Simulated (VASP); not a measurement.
# GaN (Fm-3m) in VASP: notebook

GaN is run at these levels: PBE; tasks: single point.

Everything below comes from runs of VASP 6.6.1. Logs are shortened: lines on timing, memory, paths and dates and some standing lists are left out, and cuts for length are marked.

### 1 The cell of the first run

Symmetry: Fm-3m, No. 225, cubic system. Conventional cell: a = 4.181 Å, b = 4.181 Å, c = 4.181 Å, α = 90.00°, β = 90.00°, γ = 90.00°. Ga (site symmetry m-3m) has 6 N at 2.09 Å within 2.8 Å. N (site symmetry m-3m) has 6 Ga at 2.09 Å within 2.8 Å.

### 2 Single point, PBE (volume changed by -6%)

INCAR reads:

```
ALGO = Normal ; EDIFF = 1E-6
ENCUT = 520 ; GGA = PE
ISIF = 2 ; ISMEAR = 0
LASPH = True ; LCHARG = False
LREAL = False ; LWAVE = False
NBANDS = 16 ; NELM = 60
PREC = Accurate ; SIGMA = 0.01
```

KPOINTS reads:

```
k-points
0
Gamma
  8 8 8
```

POSCAR reads:

```
GaN
1.0
    0.0000000000      2.0904652318      2.0904652318
    2.0904652318      0.0000000000      2.0904652318
    2.0904652318      2.0904652318      0.0000000000
Ga N
1 1
Direct
    0.5000000000      0.5000000000      0.5000000000
    0.0000000000      0.0000000000      0.0000000000
```

Potentials or basis: VASP PAW PBE potentials, release 64 (Ga_d, N).

Run with:

```
$ cat potpaw_PBE.64/Ga_d/POTCAR potpaw_PBE.64/N/POTCAR > POTCAR
$ mpirun -np 1 vasp_std > vasp.out
```

OUTCAR:

```text
EDIFF = 1E-6
   ENCUT = 520
   GGA = PE
   ISIF = 2
   ISMEAR = 0
   LASPH = True
   LREAL = False
   NELM = 60
   PREC = Accurate

 ion  position               nearest neighbor table
   1  0.500  0.500  0.500-   2 2.09   2 2.09   2 2.09   2 2.09   2 2.09   2 2.09
   2  0.000  0.000  0.000-   1 2.09   1 2.09   1 2.09   1 2.09   1 2.09   1 2.09

  LATTYP: Found a face centered cubic cell.
 ALAT       =     4.1809304636

  Lattice vectors:

 A1 = (   0.0000000000,   2.0904652318,   2.0904652318)
 A2 = (   2.0904652318,   0.0000000000,   2.0904652318)
 A3 = (   2.0904652318,   2.0904652318,   0.0000000000)

Analysis of symmetry for initial positions (statically):
=====================================================================
 Subroutine PRICEL returns:
 Original cell was already a primitive cell.

 Routine SETGRP: Setting up the symmetry group for a
 face centered cubic supercell.

 Subroutine GETGRP returns: Found 48 space group operations
 (whereof 48 operations were pure point group operations)
 out of a pool of 48 trial point group operations.

The static configuration has the point symmetry O_h .

Analysis of symmetry for dynamics (positions and initial velocities):
=====================================================================
 Subroutine PRICEL returns:
 Original cell was already a primitive cell.

 Routine SETGRP: Setting up the symmetry group for a
 face centered cubic supercell.

 Subroutine GETGRP returns: Found 48 space group operations
 (whereof 48 operations were pure point group operations)
 out of a pool of 48 trial point group operations.

The dynamic configuration has the point symmetry O_h .

 Subroutine INISYM returns: Found 48 space group operations
 (whereof 48 operations are pure point group operations),
 and found     1 'primitive' translations

----------------------------------------------------------------------------------------

                                     Primitive cell

  volume of cell :      18.2709

  direct lattice vectors                    reciprocal lattice vectors
     0.000000000  2.090465232  2.090465232    -0.239181208  0.239181208  0.239181208
     2.090465232  0.000000000  2.090465232     0.239181208 -0.239181208  0.239181208
     2.090465232  2.090465232  0.000000000     0.239181208  0.239181208 -0.239181208

  length of vectors
     2.956364282  2.956364282  2.956364282     0.414274005  0.414274005  0.414274005

  position of ions in fractional coordinates (direct lattice)
     0.500000000  0.500000000  0.500000000
     0.000000000  0.000000000  0.000000000

  ion indices of the primitive-cell ions
   primitive index   ion index
                 1           1
                 2           2

----------------------------------------------------------------------------------------

 KPOINTS: k-points

Automatic generation of k-mesh.
 Grid dimensions read from file:
 generate k-points for:    8    8    8

 Generating k-lattice:

  Cartesian coordinates                     Fractional coordinates (reciprocal lattice)
    -0.029897651  0.029897651  0.029897651     0.125000000  0.000000000  0.000000000
     0.029897651 -0.029897651  0.029897651     0.000000000  0.125000000  0.000000000
     0.029897651  0.029897651 -0.029897651     0.000000000  0.000000000  0.125000000

  Length of vectors
     0.051784251  0.051784251  0.051784251

  Shift w.r.t. Gamma in fractional coordinates (k-lattice)
     0.000000000  0.000000000  0.000000000

 Subroutine IBZKPT returns following result:
 ===========================================

 Found     29 irreducible k-points:

 Following reciprocal coordinates:
            Coordinates               Weight
  0.000000  0.000000  0.000000      1.000000
  0.125000  0.000000  0.000000      8.000000
  0.250000  0.000000  0.000000      8.000000
  0.375000  0.000000  0.000000      8.000000
  0.500000  0.000000  0.000000      4.000000
  0.125000  0.125000  0.000000      6.000000
[... 16 lines left out ...]
  0.500000  0.250000  0.125000     48.000000
 -0.375000  0.250000  0.125000     24.000000
 [... further k-points ...]
   k-points           NKPTS =     29   k-points in BZ     NKDIM =     29   number of bands    NBANDS=     16
   number of dos      NEDOS =    301   number of ions     NIONS =      2
   total plane-waves  NPLWV =  13824
   dimension x,y,z NGX =    24 NGY =   24 NGZ =   24
   dimension x,y,z NGXF=    48 NGYF=   48 NGZF=   48
   ions per type =               1   1
   NGX,Y,Z   is equivalent  to a cutoff of  13.50, 13.50, 13.50 a.u.
   NGXF,Y,Z  is equivalent  to a cutoff of  26.99, 26.99, 26.99 a.u.
 SYSTEM =  unknown system
   PREC   = accura    normal or accurate (medium, high low for compatibility)
   ISTART =      0    job   : 0-new  1-cont  2-samecut
   ICHARG =      2    charge: 1-file 2-atom 10-const
   ISPIN  =      1    spin polarized calculation?
   LNONCOLLINEAR =      F non collinear calculations
   LSORBIT =      F    spin-orbit coupling
   LASPH  =      T    aspherical Exc in radial PAW
   ENCUT  =  520.0 eV  38.22 Ry    6.18 a.u.   5.50  5.50  5.50*2*pi/ulx,y,z
   NELM   =     60;   NELMIN=  2; NELMDL= -5     # of ELM steps
   EDIFF  = 0.1E-05   stopping-criterion for ELM
   LREAL  =      F    real-space projection
   EDIFFG = 0.1E-04   stopping-criterion for IOM
   NSW    =      0    number of steps for IOM
   IBRION =     -1    ionic relax: 0-MD 1-quasi-New 2-CG
   NFREE  =      0    steps in history (QN), initial steepest desc. (CG)
   ISIF   =      2    stress and relaxation
   ISYM   =      2    0-nonsym 1-usesym 2-fastsym
   POTIM  = 0.5000    time-step for ionic-motion
   TEBEG  =    0.0;   TEEND  =   0.0 temperature during run
   PSTRESS=    0.0 pullay stress
   NELECT =      18.0000    total number of electrons
   NUPDOWN=      -1.0000    fix difference up-down
   EMIN   =  10.00;   EMAX   =-10.00  energy-range for DOS
   EFERMI =   0.00;   METHOD = LEGACY
   ISMEAR =     0;   SIGMA  =   0.01  broadening in eV -4-tet -1-fermi 0-gaus
   EFERMI_NEDOS =   21; number of points for ismear=-14 and -15
   IALGO  =     38    algorithm
   IMIX   =      4    mixing-type and parameters
     AMIX     =   0.40;   BMIX     =  1.00
     AMIX_MAG =   1.60;   BMIX_MAG =  1.00
  volume/ion in A,a.u.               =       9.14        61.65
  Fermi-wavevector in a.u.,A,eV,Ry     =   1.628969  3.078304 36.103587  2.653539
  Thomas-Fermi vector in A             =   2.721512
   LORBIT       =      0    0 simple, 1 ext, 2 COOP (PROOUT), +10 PAW based schemes
   GGA     = PE    functional components
   LHFCALC =     F    Hartree Fock is set to
   AEXX    =    0.0000 exact exchange contribution
   IVDW    =     0    specifies the selected vdW correction
   LEPSILON=     F    determine dielectric tensor
   LRPA    =     F    only Hartree local field effects (RPA)
 non-spin polarized calculation
 Gauss-broadening in eV      SIGMA  =   0.01
  energy-cutoff  :      520.00
  volume of cell :       18.27
 maximum number of plane-waves:       531
 NGX is ok and might be reduce to    24
   NGX = 11   NGY = 11   NGZ = 11

 number of electron      17.9999999 magnetization

 Free energy of the ion-electron system (eV)
  ---------------------------------------------------
  ext. energy  EPLUGINS =         0.00000000
  ---------------------------------------------------
  free energy    TOTEN  =       -11.14658134 eV

  energy without entropy =      -11.14658134  energy(sigma->0) =      -11.14658134

 E-fermi :   8.3862     XC(G=0): -13.2663

 val. band max:        8.2963672598   @ k =  -0.2500   0.1250   0.0000
 cond. band min:       9.1137361021   @ k =   0.5000   0.5000   0.0000
 fundamental gap:      0.8173688423
 Fermi energy:         8.3862003482

 k-point     1 :       0.0000    0.0000    0.0000
  band No.  band energies     occupation
      1      -9.3217      2.00000
      2      -5.6669      2.00000
      3      -5.6669      2.00000
      4      -5.6669      2.00000
      5      -5.5642      2.00000
      6      -5.5642      2.00000
[... 8 lines left out ...]
     15      24.6097      0.00000
     16      24.6097      0.00000

 k-point     2 :       0.1250    0.0000    0.0000
  band No.  band energies     occupation
      1      -9.0084      2.00000
      2      -5.6809      2.00000
      3      -5.6560      2.00000
      4      -5.6560      2.00000
      5      -5.5811      2.00000
      6      -5.5811      2.00000
[... 8 lines left out ...]
     15      24.7569      0.00000
     16      24.7569      0.00000

 k-point     3 :       0.2500    0.0000    0.0000
  band No.  band energies     occupation
      1      -8.1207      2.00000
      2      -5.7202      2.00000
      3      -5.7202      2.00000
      4      -5.7163      2.00000
      5      -5.5295      2.00000
      6      -5.5295      2.00000
[... 8 lines left out ...]
     15      26.4652      0.00000
     16      26.4652      0.00000

 k-point     4 :       0.3750    0.0000    0.0000
  band No.  band energies     occupation
      1      -6.8901      2.00000
      2      -5.8083      2.00000
      3      -5.8083      2.00000
      4      -5.7689      2.00000
      5      -5.4516      2.00000
      6      -5.4516      2.00000
[... 8 lines left out ...]
     15      29.2469      0.00000
     16      29.2469      0.00000
[... 324 lines left out ...]
 k-point    22 :       0.3750    0.2500    0.1250
  band No.  band energies     occupation
      1      -7.6506      2.00000
      2      -5.7434      2.00000
      3      -5.6948      2.00000
      4      -5.6235      2.00000
      5      -5.5303      2.00000
      6      -5.2929      2.00000
[... 8 lines left out ...]
     15      29.9714      0.00000
     16      30.3521      0.00000

 k-point    23 :       0.5000    0.2500    0.1250
  band No.  band energies     occupation
      1      -7.0915      2.00000
      2      -5.7719      2.00000
      3      -5.7042      2.00000
      4      -5.6300      2.00000
      5      -5.4487      2.00000
      6      -4.6982      2.00000
[... 8 lines left out ...]
     15      29.9695      0.00000
     16      31.4783      0.00000

 k-point    24 :      -0.3750    0.2500    0.1250
  band No.  band energies     occupation
      1      -6.9131      2.00000
      2      -5.8032      2.00000
      3      -5.7076      2.00000
      4      -5.6197      2.00000
      5      -5.4142      2.00000
      6      -4.1584      2.00000
[... 8 lines left out ...]
     15      27.6494      0.00000
     16      32.3658      0.00000

 [... further k-points ...]
[... 5 lines left out ...]
  --------------------------------------------------------------------------------------
  -------------------------------------------------------------------------------------
  Total        1.8100372      1.8100372      1.8100372     -0.0000000      0.0000000     -0.0000000
  in kB      158.7227764    158.7227764    158.7227764     -0.0000000      0.0000000     -0.0000000
  external PRESSURE =     158.7227764 kB  Pullay stress =       0.0000000 kB

 VOLUME and BASIS-vectors are now :
 -----------------------------------------------------------------------------
  energy-cutoff  :      520.00
  volume of cell :       18.27
      direct lattice vectors                 reciprocal lattice vectors
     0.000000000  2.090465232  2.090465232    -0.239181208  0.239181208  0.239181208
     2.090465232  0.000000000  2.090465232     0.239181208 -0.239181208  0.239181208
     2.090465232  2.090465232  0.000000000     0.239181208  0.239181208 -0.239181208

 POSITION                                       TOTAL-FORCE (eV/Angst)
 -----------------------------------------------------------------------------------
      2.09047      2.09047      2.09047         0.000000      0.000000     -0.000000
      0.00000      0.00000      0.00000        -0.000000     -0.000000      0.000000
 -----------------------------------------------------------------------------------
    total drift:                                0.000000     -0.000000      0.000000

  FREE ENERGIE OF THE ION-ELECTRON SYSTEM (eV)
  ---------------------------------------------------
  free  energy   TOTEN  =       -11.1465813362 eV

  energy  without entropy=      -11.1465813362  energy(sigma->0) =      -11.14658134
```

Run time: 21 s. Hardware: 1 thread of AMD EPYC 7R13, shared host; peak memory 0.11 GiB.

What came out:

```
Free energy            : -11.1466 eV
Pressure               : 15.9 GPa
Band gap on the k mesh : 0.82 eV, indirect (least direct gap 3.17 eV)
```

Caveat: the cell differs from its parent crystal (volume changed by -6%). A k mesh can miss the band edges.

### 3 Single point, PBE (volume changed by -3%)

INCAR reads:

```
SYSTEM = GaN
  ALGO = Normal
  EDIFF = 1E-6
  ENCUT = 520
  GGA = PE
  ISIF = 2
  ISMEAR = 0
  LASPH = .TRUE.
  LCHARG = .FALSE.
  LREAL = .FALSE.
  LWAVE = .FALSE.
  NBANDS = 16
  NELM = 100
  PREC = Accurate
  SIGMA = 0.01
```

KPOINTS reads:

```
k-points
0
G
  8 8 8
  0 0 0
```

POSCAR reads:

```
GaN
1.0
    0.0000000000      2.1124717462      2.1124717462
    2.1124717462      0.0000000000      2.1124717462
    2.1124717462      2.1124717462      0.0000000000
Ga N
1 1
Direct
    0.5000000000      0.5000000000      0.5000000000
    0.0000000000      0.0000000000      0.0000000000
```

Potentials or basis: VASP PAW PBE potentials, release 64 (Ga_d, N).

Run with:

```
$ cat potpaw_PBE.64/Ga_d/POTCAR potpaw_PBE.64/N/POTCAR > POTCAR
$ mpirun -np 1 vasp_std > vasp.out
```

OUTCAR:

```text
SYSTEM = GaN
   EDIFF = 1E-6
   ENCUT = 520
   GGA = PE
   ISIF = 2
   ISMEAR = 0
   LASPH = .TRUE.
   LREAL = .FALSE.
   NELM = 100
   PREC = Accurate

 ion  position               nearest neighbor table
   1  0.500  0.500  0.500-   2 2.11   2 2.11   2 2.11   2 2.11   2 2.11   2 2.11
   2  0.000  0.000  0.000-   1 2.11   1 2.11   1 2.11   1 2.11   1 2.11   1 2.11

  LATTYP: Found a face centered cubic cell.
 ALAT       =     4.2249434924

  Lattice vectors:

 A1 = (   0.0000000000,   2.1124717462,   2.1124717462)
 A2 = (   2.1124717462,   0.0000000000,   2.1124717462)
[... 626 lines left out ...]
      4      -6.0265      2.00000
      5      -5.8444      2.00000
      6      -4.5411      2.00000
[... 8 lines left out ...]
     15      26.8929      0.00000
     16      31.5592      0.00000

 [... further k-points ...]
[... 5 lines left out ...]
  --------------------------------------------------------------------------------------
  -------------------------------------------------------------------------------------
  Total        0.9032284      0.9032284      0.9032284     -0.0000000      0.0000000     -0.0000000
  in kB       76.7547829     76.7547829     76.7547829     -0.0000000      0.0000000     -0.0000000
  external PRESSURE =      76.7547829 kB  Pullay stress =       0.0000000 kB

 VOLUME and BASIS-vectors are now :
 -----------------------------------------------------------------------------
  energy-cutoff  :      520.00
  volume of cell :       18.85
      direct lattice vectors                 reciprocal lattice vectors
     0.000000000  2.112471746  2.112471746    -0.236689556  0.236689556  0.236689556
     2.112471746  0.000000000  2.112471746     0.236689556 -0.236689556  0.236689556
     2.112471746  2.112471746  0.000000000     0.236689556  0.236689556 -0.236689556

 POSITION                                       TOTAL-FORCE (eV/Angst)
 -----------------------------------------------------------------------------------
      2.11247      2.11247      2.11247        -0.000000     -0.000000      0.000000
      0.00000      0.00000      0.00000         0.000000      0.000000      0.000000
 -----------------------------------------------------------------------------------
    total drift:                                0.000000     -0.000000      0.000000

  FREE ENERGIE OF THE ION-ELECTRON SYSTEM (eV)
  ---------------------------------------------------
  free  energy   TOTEN  =       -11.1894463397 eV

  energy  without entropy=      -11.1894463397  energy(sigma->0) =      -11.18944634
```

stdout:

```text
POSCAR found type information on POSCAR GaN
 POSCAR found :  2 types and       2 ions
 scaLAPACK will be used
 LDA part: xc-table for (Slater+PW92), standard interpolation
 POSCAR, INCAR and KPOINTS ok, starting setup
 FFT: planning ... GRIDC
 FFT: planning ... GRID_SOFT
 FFT: planning ... GRID
 WAVECAR not read
 entering main loop
```

Wall time 21 s (1 thread of AMD EPYC 7R13, shared host); peak memory 0.11 GiB.

Results:

```yaml
Free_energy: -11.1894 eV
Pressure: 7.7 GPa
Band_gap_on_the_k_mesh: 0.62 eV, indirect (least direct gap 2.76 eV)
```

Caveat: the cell differs from its parent crystal (volume changed by -3%). A k mesh can miss the band edges.

### 4 Single point, PBE

This run uses another cell than the first one, of 9.72 Å³/atom, 1.064 times its volume.

INCAR reads:

```
PREC = Accurate
ENCUT = 520
EDIFF = 1E-6
ISMEAR = 0
SIGMA = 0.01
LREAL = F
LASPH = T
NELM = 80
ALGO = Normal
ISIF = 2
LWAVE = F
LCHARG = T
GGA = PE
LELF = T
LVHAR = T
NBANDS = 16
```

KPOINTS reads:

```
regular mesh
0
Gamma
  8 8 8
```

POSCAR reads:

```
GaN
1.0
    0.0000000000      2.1340290692      2.1340290692
    2.1340290692      0.0000000000      2.1340290692
    2.1340290692      2.1340290692      0.0000000000
Ga N
1 1
Direct
    0.5000000000      0.5000000000      0.5000000000
    0.0000000000      0.0000000000      0.0000000000
```

Run with:

```
$ cat potpaw_PBE.64/Ga_d/POTCAR potpaw_PBE.64/N/POTCAR > POTCAR
$ mpirun -np 1 vasp_std > vasp.out
```

Wall time 23 s (1 thread of AMD EPYC 7R13, shared host); peak memory 0.11 GiB.

Results (log left out):

| Item | Value |
| --- | --- |
| Free energy | -11.2048 eV |
| Pressure | 0.7 GPa |
| Band gap on the k mesh | 0.43 eV, indirect (least direct gap 2.38 eV) |

Levels at points of the mesh, in eV from the valence-band top:
| k point | band 6 | band 7 | band 8 | band 9 | band 10 | band 11 | band 12 | band 13 |
| --- | --- | --- | --- | --- | --- | --- | --- | --- |
| (0.00, 0.00, 0.00) | -13.90 | -0.46 | -0.46 | -0.46 | 1.92 | 14.57 | 14.57 | 14.57 |
| (0.50, 0.00, 0.00) | -13.78 | -8.08 | -0.15 | -0.15 | 4.59 | 8.95 | 8.95 | 9.04 |
| (0.50, 0.50, 0.00) | -11.04 | -6.88 | -2.91 | -2.91 | 0.43 | 7.81 | 11.65 | 14.14 |

### 5 Overview

```tsv
cell	gap on the mesh (eV)	pressure (GPa)
a = 2.956 Å, angles 60.0°, 2 atoms	0.82	15.9
a = 2.987 Å, angles 60.0°, 2 atoms	0.62	7.7
a = 3.018 Å, angles 60.0°, 2 atoms	0.43	0.7
```

Alike in all rows: task single point; level PBE; potentials or basis VASP PAW PBE potentials, release 64 (Ga_d, N); no spin polarisation; k mesh 8 × 8 × 8; cutoff (eV) 520; smearing gaussian 0.01 eV.

Absolute energies hang on the potentials; compare differences alone.
